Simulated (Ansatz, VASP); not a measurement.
**Y: VASP beside Ansatz**

File POSCAR:

```
Y
1.0
    0.0000000000      2.5844000000      2.3856000000
    2.5844000000      0.0000000000      2.3856000000
    2.5844000000      2.5844000000      0.0000000000
Y
1
Direct
    0.0000000000      0.0000000000      0.0000000000
```

Contents of INCAR.step1:

```
  PREC = Accurate
  ENCUT = 520
  ISMEAR = 0
  SIGMA = 0.15
  LREAL = False
  LASPH = True
  NELM = 100
  NBANDS = 12
  GGA = PE
  ALGO = Normal
  EDIFF = 1E-4
  LWAVE = True
  LCHARG = False
```

File INCAR.step2:

```
  PREC = Accurate
  ENCUT = 520
  EDIFF = 1E-6
  ISMEAR = 0
  SIGMA = 0.15
  LREAL = False
  LASPH = True
  NELM = 100
  ALGO = Normal
  ISIF = 2
  LWAVE = False
  LCHARG = True
  METAGGA = R2SCAN
  LMIXTAU = True
  LELF = True
  LVHAR = True
  NBANDS = 12
  ISTART = 1
```

The input KPOINTS:

```
Automatic mesh
0
Gamma
  16 16 16
```

Input for Ansatz:

```yaml
crystal:
  lattice:
    - [0.0, 2.5844, 2.3856]
    - [2.5844, 0.0, 2.3856]
    - [2.5844, 2.5844, 0.0]
  atoms:
    - { symbol: "Y", position: [0.0, 0.0, 0.0] }
basis:
  ecutwfc: 500
kpoints:
  mp_grid: { grid: [16, 16, 16] }
hamiltonian:
  xc: r2scan
scf:
  occupations: { method: gaussian, width: 0.15 }
output:
  forces: true
  stress: true
  eigenvalues: true
```

Change from the starting cell: strain +0.040 along x and y, -0.040 along z, atoms carried along.

Alike in both runs: task single point; functional r2SCAN; k mesh 16 × 16 × 16; occupations gaussian, width 0.15 eV; no spin polarisation.

|  | VASP | Ansatz |
| --- | --- | --- |
| version | VASP 6.6.1 | Ansatz 0.2.0 |
| potentials or method | VASP PAW PBE potentials, release 64 (Y_sv), cutoff 520 eV | scalar-relativistic, plane waves, PAW |
| valence electrons in the cell | 11 | 11 |

|  | VASP | Ansatz | Ansatz less VASP |
| --- | --- | --- | --- |
| gap on the k mesh at the Fermi level (eV) | none | none | - |
| pressure (GPa) | 1.8 | 1.6 | -0.14 |
| traceless stress, the component that is largest in VASP (GPa) | 0.81 | 0.82 | +0.012 |

VASP's potentials were made for PBE, not for r2SCAN. A gap of «none» marks a metal or a gap that the smearing closes.
